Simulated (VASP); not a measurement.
A run of VASP 6.6.1 is set up as follows.

Contents of INCAR:

```
PREC = Accurate
ENCUT = 520
EDIFF = 1E-6
ISMEAR = 0
SIGMA = 0.1
LREAL = False
LASPH = True
NELM = 100
ALGO = Normal
ISIF = 2
LWAVE = False
LCHARG = False
GGA = PE
NBANDS = 31
```

Contents of KPOINTS:

```
regular mesh
0
Gamma
  4 4 2
```

POSCAR

```
BeCd2S3
1.0
    3.7519715797      0.0000000000      0.0000000000
    0.0000000000      3.7519715797      0.0000000000
    0.0000000000      0.0000000000      9.6287766536
Be Cd S
1 2 3
Direct
    0.5000000000      0.5000000000      0.5000000000
    0.0000000000      0.0000000000      0.0000000000
    0.5000000000      0.5000000000      0.0000000000
    0.0000000000      0.0000000000      0.2605806348
    0.0000000000      0.0000000000      0.7394193652
    0.0000000000      0.0000000000      0.5000000000
```

Potentials or basis: VASP PAW PBE potentials, release 64 (Be, Cd, S).

Command:

```bash
$ cat potpaw_PBE.64/Be/POTCAR potpaw_PBE.64/Cd/POTCAR potpaw_PBE.64/S/POTCAR > POTCAR
$ mpirun -np 1 vasp_std > vasp.out
```

**Question.** Estimate the largest force.

**Answer.** 0.069 eV/Å.

**Question.** Predict the pressure.

**Answer.** 0.3 GPa.

**Question.** What does it give for the band gap on the k mesh?

**Answer.** Zero (bands 22 and 23 overlap by 0.78 eV).

Stress tensor (GPa, compression positive):
```
0.28 0.00 0.00
0.00 0.28 0.00
0.00 0.00 0.42
```

Caveat: the k points lie up to 0.42 Å⁻¹ apart, too coarse for converged energies and pressures of a metal; semilocal functionals underestimate gaps, so a narrow gap can read as zero.
